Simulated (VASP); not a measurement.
Runs of VASP 6.6.1 on Al. Symmetry: Im-3m, No. 229, cubic system. Conventional cell: a = 3.182 Å, b = 3.182 Å, c = 3.182 Å, α = 90.00°, β = 90.00°, γ = 90.00°. Al (site symmetry m-3m) has 14 Al at 2.76 to 3.18 Å within 3.6 Å. This isn't the form of Al at room conditions, which is fcc.

| k mesh | gap on the mesh (eV) | pressure (GPa) |
| --- | --- | --- |
| 6 × 6 × 6 | none | 1.0 |
| 10 × 10 × 10 | none | 0.7 |
| 12 × 12 × 12 | none | 0.2 |
| 8 × 8 × 8 | none | 0.1 |
| 3 × 3 × 3 | none | (a) |
| 4 × 4 × 4 | none | (b) |

Alike in all rows: task single point; level r2SCAN; potentials or basis VASP PAW PBE potentials, release 64 (Al); no spin polarisation; cell as given; cutoff (eV) 550; smearing fermi-dirac 0.15 eV.

Task: Estimate the missing entries.

Result: (a) 1.4; (b) -2.3.

Caveats: some runs use coarse meshes; the PAW data sets were made with another functional, which shifts forces and pressure a little.

A gap of «none» marks levels without a gap at the run's occupations.
